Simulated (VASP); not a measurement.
Input of a VASP 6.6.1 run:

The input INCAR:

```
PREC = Accurate
ENCUT = 520
EDIFF = 1E-6
ISMEAR = 0
SIGMA = 0.05
LREAL = False
LASPH = True
NELM = 60
ALGO = Normal
ISIF = 2
LWAVE = False
LCHARG = False
GGA = PS
NBANDS = 31
```

The input KPOINTS:

```
Automatic mesh
0
Gamma
  6 6 6
```

File POSCAR:

```
Al3GaN4
1.0
    4.6306709109      0.0000000000      0.0000000000
    0.0000000000      4.6306709109      0.0000000000
    0.0000000000      0.0000000000      4.6306709109
Al Ga N
3 1 4
Direct
    0.5000000000      0.5000000000      0.0000000000
    0.5000000000      0.0000000000      0.5000000000
    0.0000000000      0.5000000000      0.5000000000
    0.0000000000      0.0000000000      0.0000000000
    0.7447140287      0.7447140287      0.2552859713
    0.7447140287      0.2552859713      0.7447140287
    0.2552859713      0.7447140287      0.7447140287
    0.2552859713      0.2552859713      0.2552859713
```

Potentials or basis: VASP PAW PBE potentials, release 64 (Al, Ga_d, N).

Run with:

```sh
$ cat potpaw_PBE.64/Al/POTCAR potpaw_PBE.64/Ga_d/POTCAR potpaw_PBE.64/N/POTCAR > POTCAR
$ mpirun -np 1 vasp_std > vasp.out
```

Task: Predict the band gap on the k mesh.

Result: 2.29 eV.

Task: What does it give for the pressure?

Result: -21.8 GPa.

Task: What does it give for the largest force?

Result: 0.016 eV/Å.

Forces on the atoms (eV/Å):
```
Al   0.000  0.000  0.000
Al   0.000  0.000  0.000
Al   0.000  0.000  0.000
Ga   0.000  0.000  0.000
N   -0.010 -0.010  0.010
N   -0.010  0.010 -0.010
N    0.010 -0.010 -0.010
N    0.010  0.010  0.010
```

Caveat: the cell stands under tension; the PAW data sets were made with another functional, which shifts forces and pressure a little.
